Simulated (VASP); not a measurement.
## BaTiO3: single point with LDA

Crystal: BaTiO3.

```
CELL_PARAMETERS angstrom
3.99980 0.00000 0.00000
0.00000 3.99980 0.00000
0.00000 0.00000 4.01800
ATOMIC_POSITIONS crystal
Ba 0.00000 0.00000 0.00000
Ti 0.50000 0.50000 0.50000
O 0.50000 0.50000 0.00000
O 0.50000 0.00000 0.50000
O 0.00000 0.50000 0.50000
```

```yaml
Program: VASP 6.6.1
Task: single point
Functional: LDA
Potentials_or_basis: VASP PAW LDA potentials, release 64 (Ba_sv, Ti_sv, O)
Cutoff: 520 eV
k_mesh: 6 × 6 × 6
Occupations: methfessel-paxton, width 0.15 eV
Spin: no spin polarisation
Dipole_correction: no
Further_INCAR_settings: ALGO = Normal; EDIFF = 1e-06; NBANDS = 28
```

| Property | Result |
| --- | --- |
| Pressure | -7.3 GPa |
| Band gap on the k mesh | 1.64 eV, indirect (least direct gap 1.79 eV) |

Stress tensor (GPa, compression positive):
```
-7.02  0.00  0.00
 0.00 -7.02  0.00
 0.00  0.00 -7.85
```

Levels at points of the mesh, in eV from the valence-band top:
| k point | band 16 | band 17 | band 18 | band 19 | band 20 | band 21 | band 22 | band 23 | band 24 | band 25 |
| --- | --- | --- | --- | --- | --- | --- | --- | --- | --- | --- |
| (0.00, 0.00, 0.00) | -1.11 | -1.11 | -0.15 | -0.15 | -0.15 | 1.64 | 1.64 | 1.65 | 3.90 | 3.94 |
| (0.50, 0.00, 0.00) | -1.97 | -1.88 | -1.88 | -0.73 | -0.73 | 1.81 | 3.45 | 3.45 | 3.92 | 5.94 |
| (0.50, 0.50, 0.00) | -2.77 | -1.74 | -0.85 | -0.85 | -0.09 | 3.46 | 3.46 | 3.87 | 4.74 | 7.70 |
| (0.00, 0.00, 0.50) | -1.98 | -1.83 | -1.83 | -0.73 | -0.73 | 1.81 | 3.41 | 3.41 | 3.95 | 5.91 |
| (0.50, 0.00, 0.50) | -2.73 | -1.74 | -0.89 | -0.89 | -0.10 | 3.42 | 3.46 | 3.85 | 4.78 | 7.65 |
| (0.50, 0.50, 0.50) | -2.41 | -2.41 | -0.01 | -0.01 | 0.00 | 4.11 | 4.11 | 4.13 | 6.63 | 6.63 |

Run time: 38 s on 1 thread of Intel(R) Xeon(R) Platinum 8488C (Sapphire Rapids), on a shared host, peak memory 0.19 GiB.

Caveat: spin-orbit coupling is left out, which moves the levels of the heavy elements. A k mesh can miss the band edges.
